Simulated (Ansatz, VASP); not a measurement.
# SiO2: VASP beside Ansatz

```xyz
12
Lattice="5.0829 0.0000 0.0000 0.0000 5.0829 0.0000 0.0000 0.0000 7.0977" Properties=species:S:1:pos:R:3 pbc="T T T"
Si    1.4943    1.4943    0.0000
Si    1.0471    4.0357    1.7744
Si    3.5885    3.5885    3.5489
Si    4.0357    1.0471    5.3233
O     1.2256    0.4764    1.2375
O     2.0651    3.7671    3.0120
O     3.8572    4.6065    4.7864
O     3.0178    1.3158    6.5608
O     3.7671    2.0651    4.0857
O     4.6065    3.8572    2.3113
O     1.3158    3.0178    0.5369
O     0.4764    1.2256    5.8602
```

Alike in both runs: functional PBE; k mesh 6 × 6 × 4; occupations gaussian, width 0.02 eV; no spin polarisation.

Ansatz relaxed the structure, and its values are those at the end. VASP's run is a single point on that final structure, the one shown.

|  | VASP | Ansatz |
| --- | --- | --- |
| version | VASP 6.6.1 | Ansatz 0.2.0 |
| potentials or method | VASP PAW PBE potentials, release 64 (Si, O), cutoff 600 eV | scalar-relativistic, plane waves, PAW |
| valence electrons in the cell | 64 | 64 |

|  | VASP | Ansatz | Ansatz less VASP |
| --- | --- | --- | --- |
| gap on the k mesh at the Fermi level (eV) | 5.51 | 5.51 | -0.002 |
| least direct gap on the mesh (eV) | 5.51 | 5.51 | -0.002 |
| pressure (GPa) | -0.1 | 0.0 | +0.14 |
| rms of the force components (eV/Å) | 0.009 | 0.000 | -0.0085 |
